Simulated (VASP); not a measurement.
# TiAl3 (I4/mmm) in VASP: further runs

TiAl3 is run at these levels: PBE, revPBE; tasks: single point.

Everything below comes from runs of VASP 6.6.1. Logs are shortened: lines on timing, memory, paths and dates and some standing lists are left out, and cuts for length are marked.

## (1) The cell of the first run

It takes space group I4/mmm (No. 139, tetragonal). Conventional cell: a = 3.847 Å, b = 3.847 Å, c = 8.615 Å, α = 90.00°, β = 90.00°, γ = 90.00°. Within 3.6 Å of Ti (site symmetry 4/mmm) lie 12 Al at 2.72 to 2.89 Å. Al (site symmetry -4m2) has 8 Al at 2.72 to 2.89 Å and 4 Ti at 2.89 Å within 3.6 Å. Al (site symmetry 4/mmm) has 4 Ti at 2.72 Å and 8 Al at 2.89 Å within 3.6 Å.

## (2) Single point, PBE

INCAR reads:

```
PREC = Accurate ; ENCUT = 520
EDIFF = 1E-7 ; ISMEAR = -1
SIGMA = 0.05 ; LREAL = False
LASPH = True ; NELM = 80
ALGO = Normal ; ISIF = 2
LWAVE = False ; LCHARG = False
GGA = PE ; NBANDS = 18
```

KPOINTS reads:

```
regular mesh
0
Gamma
  10 10 10
```

POSCAR reads:

```
TiAl3
1.0
   -1.9235172270      1.9235172270      4.3075032036
    1.9235172270     -1.9235172270      4.3075032036
    1.9235172270      1.9235172270     -4.3075032036
Ti Al
1 3
Direct
    0.0000000000      0.0000000000      0.0000000000
    0.2500000000      0.7500000000      0.5000000000
    0.7500000000      0.2500000000      0.5000000000
    0.5000000000      0.5000000000      0.0000000000
```

Potentials or basis: VASP PAW PBE potentials, release 64 (Ti_sv, Al).

Started as:

```
$ cat potpaw_PBE.64/Ti_sv/POTCAR potpaw_PBE.64/Al/POTCAR > POTCAR
$ mpirun -np 1 vasp_std > vasp.out
```

OUTCAR:

```text
PREC = Accurate
   ENCUT = 520
   EDIFF = 1E-7
   ISMEAR = -1
   LREAL = False
   LASPH = True
   NELM = 80
   ISIF = 2
   GGA = PE

 ion  position               nearest neighbor table
   1  0.000  0.000  0.000-   4 2.72   4 2.72   4 2.72   4 2.72   3 2.89   2 2.89   3 2.89   2 2.89
                             3 2.89   3 2.89   2 2.89   2 2.89
   2  0.250  0.750  0.500-   3 2.72   3 2.72   3 2.72   3 2.72   4 2.89   1 2.89   4 2.89   4 2.89
                             1 2.89   1 2.89   4 2.89   1 2.89
   3  0.750  0.250  0.500-   2 2.72   2 2.72   2 2.72   2 2.72   4 2.89   1 2.89   4 2.89   1 2.89
                             4 2.89   4 2.89   1 2.89   1 2.89
   4  0.500  0.500  0.000-   1 2.72   1 2.72   1 2.72   1 2.72   3 2.89   2 2.89   3 2.89   3 2.89
                             2 2.89   2 2.89   3 2.89   2 2.89

  LATTYP: Found a body centered tetragonal cell.
 ALAT       =     3.8470344540
 C/A-ratio  =     2.2393889398

  Lattice vectors:

 A1 = (  -1.9235172270,   1.9235172270,   4.3075032036)
 A2 = (   1.9235172270,  -1.9235172270,   4.3075032036)
 A3 = (   1.9235172270,   1.9235172270,  -4.3075032036)

Analysis of symmetry for initial positions (statically):
=====================================================================
 Subroutine PRICEL returns:
 Original cell was already a primitive cell.

 Routine SETGRP: Setting up the symmetry group for a
 body centered tetragonal supercell.

 Subroutine GETGRP returns: Found 16 space group operations
 (whereof 16 operations were pure point group operations)
 out of a pool of 16 trial point group operations.

The static configuration has the point symmetry D_4h.

Analysis of symmetry for dynamics (positions and initial velocities):
=====================================================================
 Subroutine PRICEL returns:
 Original cell was already a primitive cell.

 Routine SETGRP: Setting up the symmetry group for a
 body centered tetragonal supercell.

 Subroutine GETGRP returns: Found 16 space group operations
 (whereof 16 operations were pure point group operations)
 out of a pool of 16 trial point group operations.

The dynamic configuration has the point symmetry D_4h.

 Subroutine INISYM returns: Found 16 space group operations
 (whereof 16 operations are pure point group operations),
 and found     1 'primitive' translations

----------------------------------------------------------------------------------------

                                     Primitive cell

  volume of cell :      63.7496

  direct lattice vectors                    reciprocal lattice vectors
    -1.923517227  1.923517227  4.307503204     0.000000000  0.259940485  0.116076524
     1.923517227 -1.923517227  4.307503204     0.259940485  0.000000000  0.116076524
     1.923517227  1.923517227 -4.307503204     0.259940485  0.259940485  0.000000000

  length of vectors
     5.094548154  5.094548154  5.094548154     0.284680198  0.284680198  0.367611359

  position of ions in fractional coordinates (direct lattice)
     0.000000000  0.000000000  0.000000000
     0.250000000  0.750000000  0.500000000
     0.750000000  0.250000000  0.500000000
     0.500000000  0.500000000  0.000000000

  ion indices of the primitive-cell ions
   primitive index   ion index
                 1           1
                 2           2
                 3           3
                 4           4

----------------------------------------------------------------------------------------

 KPOINTS: regular mesh

Automatic generation of k-mesh.
 Grid dimensions read from file:
 generate k-points for:   10   10   10

 Generating k-lattice:

  Cartesian coordinates                     Fractional coordinates (reciprocal lattice)
     0.000000000  0.025994048  0.011607652     0.100000000  0.000000000  0.000000000
     0.025994048  0.000000000  0.011607652     0.000000000  0.100000000  0.000000000
     0.025994048  0.025994048  0.000000000     0.000000000  0.000000000  0.100000000

  Length of vectors
     0.028468020  0.028468020  0.036761136

  Shift w.r.t. Gamma in fractional coordinates (k-lattice)
     0.000000000  0.000000000  0.000000000

 Subroutine IBZKPT returns following result:
 ===========================================

 Found    102 irreducible k-points:

 Following reciprocal coordinates:
            Coordinates               Weight
  0.000000  0.000000  0.000000      1.000000
  0.100000  0.000000  0.000000      8.000000
  0.200000  0.000000  0.000000      8.000000
  0.300000  0.000000  0.000000      8.000000
  0.400000  0.000000  0.000000      8.000000
  0.500000  0.000000  0.000000      4.000000
[... 16 lines left out ...]
  0.300000  0.300000 -0.000000      8.000000
  0.400000  0.300000  0.000000     16.000000
 [... further k-points ...]
   k-points           NKPTS =    102   k-points in BZ     NKDIM =    102   number of bands    NBANDS=     18
   number of dos      NEDOS =    301   number of ions     NIONS =      4
   total plane-waves  NPLWV =  64000
   dimension x,y,z NGX =    40 NGY =   40 NGZ =   40
   dimension x,y,z NGXF=    80 NGYF=   80 NGZF=   80
   ions per type =               1   3
   NGX,Y,Z   is equivalent  to a cutoff of  13.05, 13.05, 13.05 a.u.
   NGXF,Y,Z  is equivalent  to a cutoff of  26.11, 26.11, 26.11 a.u.
 SYSTEM =  unknown system
   PREC   = accura    normal or accurate (medium, high low for compatibility)
   ISTART =      0    job   : 0-new  1-cont  2-samecut
   ICHARG =      2    charge: 1-file 2-atom 10-const
   ISPIN  =      1    spin polarized calculation?
   LNONCOLLINEAR =      F non collinear calculations
   LSORBIT =      F    spin-orbit coupling
   LASPH  =      T    aspherical Exc in radial PAW
   ENCUT  =  520.0 eV  38.22 Ry    6.18 a.u.   9.47  9.47  9.47*2*pi/ulx,y,z
   NELM   =     80;   NELMIN=  2; NELMDL= -5     # of ELM steps
   EDIFF  = 0.1E-06   stopping-criterion for ELM
   LREAL  =      F    real-space projection
   EDIFFG = 0.1E-05   stopping-criterion for IOM
   NSW    =      0    number of steps for IOM
   IBRION =     -1    ionic relax: 0-MD 1-quasi-New 2-CG
   NFREE  =      0    steps in history (QN), initial steepest desc. (CG)
   ISIF   =      2    stress and relaxation
   ISYM   =      2    0-nonsym 1-usesym 2-fastsym
   POTIM  = 0.5000    time-step for ionic-motion
   TEBEG  =    0.0;   TEEND  =   0.0 temperature during run
   PSTRESS=    0.0 pullay stress
   NELECT =      21.0000    total number of electrons
   NUPDOWN=      -1.0000    fix difference up-down
   EMIN   =  10.00;   EMAX   =-10.00  energy-range for DOS
   EFERMI =   0.00;   METHOD = LEGACY
   ISMEAR =    -1;   SIGMA  =   0.05  broadening in eV -4-tet -1-fermi 0-gaus
   EFERMI_NEDOS =   21; number of points for ismear=-14 and -15
   IALGO  =     38    algorithm
   IMIX   =      4    mixing-type and parameters
     AMIX     =   0.40;   BMIX     =  1.00
     AMIX_MAG =   1.60;   BMIX_MAG =  1.00
  volume/ion in A,a.u.               =      15.94       107.55
  Fermi-wavevector in a.u.,A,eV,Ry     =   1.130634  2.136588 17.392777  1.278333
  Thomas-Fermi vector in A             =   2.267331
   LORBIT       =      0    0 simple, 1 ext, 2 COOP (PROOUT), +10 PAW based schemes
   GGA     = PE    functional components
   LHFCALC =     F    Hartree Fock is set to
   AEXX    =    0.0000 exact exchange contribution
   IVDW    =     0    specifies the selected vdW correction
   LEPSILON=     F    determine dielectric tensor
   LRPA    =     F    only Hartree local field effects (RPA)
 non-spin polarized calculation
  energy-cutoff  :      520.00
  volume of cell :       63.75
 maximum number of plane-waves:      1738
 NGX is ok and might be reduce to    40
   NGX = 19   NGY = 19   NGZ = 19

 number of electron      21.0000000 magnetization

 Free energy of the ion-electron system (eV)
  ---------------------------------------------------
  ext. energy  EPLUGINS =         0.00000000
  ---------------------------------------------------
  free energy    TOTEN  =       -20.66895685 eV

  energy without entropy =      -20.65526908  energy(sigma->0) =      -20.66211296

 E-fermi :   8.1659     XC(G=0): -10.7177

 val. band max:        8.1295314971   @ k =  -0.1000   0.3000   0.1000
 cond. band min:       8.1660359723   @ k =   0.2000   0.0000   0.0000
 fundamental gap:      0.0365044752
 Fermi energy:         8.1659019717

 k-point     1 :       0.0000    0.0000    0.0000
  band No.  band energies     occupation
      1     -48.3335      2.00000
      2     -24.6454      2.00000
      3     -24.6454      2.00000
      4     -24.5677      2.00000
      5      -1.8569      2.00000
      6       5.3238      2.00000
[... 10 lines left out ...]
     17      11.9113      0.00000
     18      11.9113      0.00000

 k-point     2 :       0.1000    0.0000    0.0000
  band No.  band energies     occupation
      1     -48.3334      2.00000
      2     -24.6478      2.00000
      3     -24.6452      2.00000
      4     -24.5676      2.00000
      5      -1.7336      2.00000
      6       4.8647      2.00000
[... 10 lines left out ...]
     17      11.9540      0.00000
     18      12.5997      0.00000

 k-point     3 :       0.2000    0.0000    0.0000
  band No.  band energies     occupation
      1     -48.3331      2.00000
      2     -24.6543      2.00000
      3     -24.6448      2.00000
      4     -24.5673      2.00000
      5      -1.3672      2.00000
      6       4.3003      2.00000
[... 10 lines left out ...]
     17      12.2344      0.00000
     18      13.7409      0.00000

 k-point     4 :       0.3000    0.0000    0.0000
  band No.  band energies     occupation
      1     -48.3327      2.00000
      2     -24.6622      2.00000
      3     -24.6443      2.00000
      4     -24.5669      2.00000
      5      -0.7686      2.00000
      6       3.3987      2.00000
[... 375 lines left out ...]
      4     -24.5664      2.00000
      5      -1.0439      2.00000
      6       5.1542      2.00000
[... 10 lines left out ...]
     17      12.2132      0.00000
     18      14.0031      0.00000

 k-point    23 :       0.3000    0.3000   -0.0000
  band No.  band energies     occupation
      1     -48.3319      2.00000
      2     -24.6606      2.00000
      3     -24.6600      2.00000
      4     -24.5659      2.00000
      5       0.5735      2.00000
      6       3.1084      2.00000
[... 10 lines left out ...]
     17      13.6795      0.00000
     18      14.2107      0.00000

 k-point    24 :       0.4000    0.3000    0.0000
  band No.  band energies     occupation
      1     -48.3317      2.00000
      2     -24.6664      2.00000
      3     -24.6596      2.00000
      4     -24.5653      2.00000
      5       1.3897      2.00000
      6       2.5044      2.00000
[... 10 lines left out ...]
     17      12.9002      0.00000
     18      14.1226      0.00000

 [... further k-points ...]

------------------------ aborting loop because EDIFF is reached ----------------------------------------

  FORCE on cell =-STRESS in cart. coord.  units (eV):
  Direction    XX          YY          ZZ          XY          YZ          ZX
  --------------------------------------------------------------------------------------
  -------------------------------------------------------------------------------------
  Total       -0.0155660     -0.0155660     -0.0138135      0.0000000      0.0000000      0.0000000
  in kB       -0.3912092     -0.3912092     -0.3471645      0.0000000      0.0000000      0.0000000
  external PRESSURE =      -0.3765276 kB  Pullay stress =       0.0000000 kB

 VOLUME and BASIS-vectors are now :
 -----------------------------------------------------------------------------
  energy-cutoff  :      520.00
  volume of cell :       63.75
      direct lattice vectors                 reciprocal lattice vectors
    -1.923517227  1.923517227  4.307503204     0.000000000  0.259940485  0.116076524
     1.923517227 -1.923517227  4.307503204     0.259940485  0.000000000  0.116076524
     1.923517227  1.923517227 -4.307503204     0.259940485  0.259940485  0.000000000

 POSITION                                       TOTAL-FORCE (eV/Angst)
 -----------------------------------------------------------------------------------
      0.00000      0.00000      0.00000        -0.000000      0.000000      0.000000
      1.92352     -0.00000      2.15375         0.000000     -0.000000     -0.000000
     -0.00000      1.92352      2.15375        -0.000000      0.000000     -0.000000
      0.00000      0.00000      4.30750        -0.000000      0.000000      0.000000
 -----------------------------------------------------------------------------------
    total drift:                               -0.000000     -0.000000     -0.000000

  FREE ENERGIE OF THE ION-ELECTRON SYSTEM (eV)
  ---------------------------------------------------
  free  energy   TOTEN  =       -20.6689568495 eV

  energy  without entropy=      -20.6552690764  energy(sigma->0) =      -20.66211296
```

Wall time 2.9 min (1 thread of Intel Xeon Platinum 8259CL at 2.50GHz (Skylake/Cascade Lake), shared host); peak memory 0.3 GiB.

Results:

```
Free energy            : -20.6690 eV
Pressure               : 0.0 GPa
Band gap on the k mesh : zero (an odd number of electrons rules out a gap without spin polarisation)
```

Levels at points of the mesh, in eV from the Fermi level:
| k point | band 7 | band 8 | band 9 | band 10 | band 11 | band 12 | band 13 | band 14 | band 15 | band 16 |
| --- | --- | --- | --- | --- | --- | --- | --- | --- | --- | --- |
| (0.00, 0.00, 0.00) | -2.60 | -1.37 | -1.21 | -1.21 | 0.82 | 1.71 | 1.71 | 2.24 | 2.35 | 3.72 |
| (0.50, 0.00, 0.00) | -3.57 | -2.95 | -1.04 | -0.24 | 0.50 | 1.78 | 2.07 | 2.68 | 3.13 | 4.42 |
| (0.50, 0.50, 0.00) | -4.36 | -3.72 | -2.70 | -2.19 | -0.97 | 1.74 | 1.92 | 2.68 | 2.79 | 3.13 |
| (0.50, 0.50, 0.50) | -1.97 | -0.93 | -0.93 | -0.22 | 0.71 | 0.71 | 0.94 | 3.05 | 4.61 | 6.03 |

## (3) Single point, revPBE

This run uses another cell than the first one, of 16.19 Å³/atom.

INCAR reads:

```
SYSTEM = TiAl3
  PREC = Accurate
  ENCUT = 520
  EDIFF = 1E-6
  ISMEAR = -1
  SIGMA = 0.05
  LREAL = .FALSE.
  LASPH = .TRUE.
  NELM = 100
  ALGO = Normal
  ISIF = 2
  LWAVE = .FALSE.
  LCHARG = .FALSE.
  GGA = RE
  NBANDS = 18
```

KPOINTS reads:

```
Automatic mesh
0
G
  10 10 10
  0 0 0
```

POSCAR reads:

```
TiAl3
1.0
   -1.9342008864      1.9342008864      4.3284402025
    1.9342008864     -1.9342008864      4.3284402025
    1.9342008864      1.9342008864     -4.3284402025
Ti Al
1 3
Direct
    0.0000000000      0.0000000000      0.0000000000
    0.2500000000      0.7500000000      0.5000000000
    0.7500000000      0.2500000000      0.5000000000
    0.5000000000      0.5000000000      0.0000000000
```

Potentials or basis: VASP PAW PBE potentials, release 64 (Ti_sv, Al).

Started as:

```
$ cat potpaw_PBE.64/Ti_sv/POTCAR potpaw_PBE.64/Al/POTCAR > POTCAR
$ mpirun -np 1 vasp_std > vasp.out
```

It took 2.2 min on 1 thread of Intel Xeon Platinum 8259CL at 2.50GHz (Skylake/Cascade Lake), shared host; peak memory 0.3 GiB.

Results (log left out):

```yaml
Free_energy: -19.7504 eV
Pressure: -0.2 GPa
Band_gap_on_the_k_mesh: zero (an odd number of electrons rules out a gap without spin polarisation)
```

Levels at points of the mesh, in eV from the Fermi level:
```tsv
k point	band 7	band 8	band 9	band 10	band 11	band 12	band 13	band 14	band 15	band 16
(0.00, 0.00, 0.00)	-2.59	-1.34	-1.20	-1.20	0.81	1.67	1.67	2.21	2.30	3.65
(0.50, 0.00, 0.00)	-3.54	-2.95	-1.04	-0.23	0.50	1.76	2.03	2.63	3.09	4.34
(0.50, 0.50, 0.00)	-4.32	-3.70	-2.70	-2.18	-0.95	1.70	1.89	2.64	2.73	3.07
(0.50, 0.50, 0.50)	-1.94	-0.94	-0.94	-0.22	0.70	0.70	0.92	3.01	4.53	5.96
```

Caveat: the PAW data sets were made with another functional, which shifts forces and pressure a little.
